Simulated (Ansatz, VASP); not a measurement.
Two plane-wave programs on P

```
P
1.0
     4.65621    2.68826    1.58220
    -4.65621    2.68826    1.58220
     0.00000   -5.37653    1.58220
P
6
Direct
  0.46712 0.28452 0.98864
  0.98864 0.46712 0.28452
  0.28452 0.98864 0.46712
  0.53288 0.71548 0.01136
  0.01136 0.53288 0.71548
  0.71548 0.01136 0.53288
```

Alike in both runs: functional PBE; k mesh 6 × 6 × 6; occupations gaussian, width 0.1 eV; no spin polarisation.

Ansatz relaxed the structure, and its values are those at the end. VASP's run is a single point on that final structure, the one shown.

```csv
,VASP,Ansatz
version,VASP 6.6.1,Ansatz 0.2.0
potentials or method,"VASP PAW PBE potentials, release 64 (P), cutoff 520 eV","scalar-relativistic, plane waves, PAW"
valence electrons in the cell,30,30
```

|  | VASP | Ansatz | Ansatz less VASP |
| --- | --- | --- | --- |
| gap on the k mesh at the Fermi level (eV) | 0.58 | 0.55 | -0.023 |
| least direct gap on the mesh (eV) | 0.72 | 0.70 | -0.018 |
| pressure (GPa) | -0.2 | 0.1 | +0.30 |
| rms of the force components (eV/Å) | 0.022 | 0.011 | -0.0104 |
